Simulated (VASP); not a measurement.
Write the native input for VASP 6.6.1 that does the following.

```yaml
Task: relaxation of cell and atoms
Functional: PBE
Potentials_or_basis: VASP PAW PBE potentials, release 64 (Ga_d, Se)
Cutoff: 600 eV
k_mesh: 4 × 4 × 4
Occupations: gaussian, width 0.1 eV
Spin: no spin polarisation
Dipole_correction: no
Further_INCAR_settings: ALGO = Normal; EDIFF = 1e-06; IBRION = 2; EDIFFG = -0.04; NSW = 90; ISIF = 3
```

The structure of GaSe4 lies in POSCAR:

```
GaSe4
1.0
    5.3528443000      0.0000000000      0.0000000000
    0.0000000000      5.3528443000      0.0000000000
    0.0000000000      0.0000000000      5.3528443000
Ga Se
1 4
Direct
    0.5000000000      0.5000000000      0.5000000000
    0.5000000000      0.0000000000      0.0000000000
    0.0000000000      0.5000000000      0.0000000000
    0.0000000000      0.0000000000      0.5000000000
    0.0000000000      0.0000000000      0.0000000000
```

One way to write it, as run:

INCAR

```
SYSTEM = GaSe4
PREC = Accurate
ENCUT = 600
EDIFF = 1E-6
ISMEAR = 0
SIGMA = 0.1
LREAL = .False.
LASPH = .True.
NELM = 60
ALGO = Normal
ISIF = 3
LWAVE = .False.
LCHARG = .False.
GGA = PE
IBRION = 2
NSW = 90
EDIFFG = -0.04
```

KPOINTS

```
Automatic mesh
0
Gamma
  4 4 4
  0 0 0
```

Potentials or basis: VASP PAW PBE potentials, release 64 (Ga_d, Se).

Command:

```bash
$ cat potpaw_PBE.64/Ga_d/POTCAR potpaw_PBE.64/Se/POTCAR > POTCAR
$ mpirun -np 1 vasp_std > vasp.out
```

Results of the run:

```
Relaxed volume                         : 27.66 Å³/atom
Relaxed cell                           : a = 5.171 Å, b = 5.171 Å, c = 5.171 Å, α = 90.00°, β = 90.00°, γ = 90.00°
Space group after relaxing (to 0.05 Å) : Pm-3m (No. 221)
Energy gained by relaxing              : 32.0 meV/atom
Ionic steps                            : 3
Pressure after relaxing                : 0.0 GPa
```

Wall time 91 s on 1 thread of AMD EPYC 7R13 Processor (Zen 3), with other jobs on the host, peak memory 0.32 GiB.
